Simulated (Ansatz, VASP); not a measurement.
# Au in VASP and in Ansatz

```
Au
1.0
     0.00000    2.01482    2.07618
     2.01482    0.00000    2.07618
     2.01482    2.01482    0.00000
Au
1
Direct
  0.00000 0.00000 0.00000
```

Change from the starting cell: strain -0.015 along x and y, +0.015 along z, atoms carried along.

Alike in both runs: task single point; functional PBEsol; k mesh 20 × 20 × 20; occupations gaussian, width 0.15 eV; no spin polarisation.

|  | VASP | Ansatz |
| --- | --- | --- |
| version | VASP 6.6.1 | Ansatz 0.2.0 |
| potentials or method | VASP PAW PBE potentials, release 64 (Au), cutoff 520 eV | scalar-relativistic, plane waves, PAW |
| valence electrons in the cell | 11 | 19 |

```csv
,VASP,Ansatz,Ansatz less VASP
gap on the k mesh at the Fermi level (eV),none,none,-
pressure (GPa),1.5,1.8,+0.30
"traceless stress, the component that is largest in VASP (GPa)",-0.71,-0.70,+0.006
```

VASP's potentials were made for PBE, not for PBEsol. A gap of «none» marks a metal or a gap that the smearing closes. VASP's potentials hold 11 valence electrons a cell and Ansatz's 19, so a difference there can come from the potentials and not from the codes.

Neither program's run includes spin-orbit coupling.
